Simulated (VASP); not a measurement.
Rh: single point with PBEsol

The system is Rh.

```
CELL_PARAMETERS angstrom
0.00000 1.75452 1.75452
1.75452 0.00000 1.75452
1.75452 1.75452 0.00000
ATOMIC_POSITIONS crystal
Rh 0.00000 0.00000 0.00000
```

This cell differs from its parent crystal: volume scaled by 0.8.

```
Program                : VASP 6.6.1
Task                   : single point
Functional             : PBEsol
Potentials or basis    : VASP PAW PBE potentials, release 64 (Rh_pv)
Cutoff                 : 520 eV
k mesh                 : 17 × 17 × 17
Occupations            : fermi-dirac, width 0.05 eV
Spin                   : no spin polarisation
Dipole correction      : no
Further INCAR settings : ALGO = Normal; EDIFF = 1e-06; NBANDS = 14
```

The pressure is 115.4 GPa.

Levels at points of the mesh, in eV from the Fermi level:
```tsv
k point	band 4	band 5	band 6	band 7	band 8	band 9	band 10	band 11
(0.00, 0.00, 0.00)	-9.92	-4.50	-4.50	-4.50	-1.42	-1.42	15.38	19.70
```

Wall time 33 s on 1 thread of Intel Xeon 8259CL, with other jobs on the host, peak memory 0.14 GiB.

Caveat: the PAW data sets were made with another functional, which shifts forces and pressure a little.
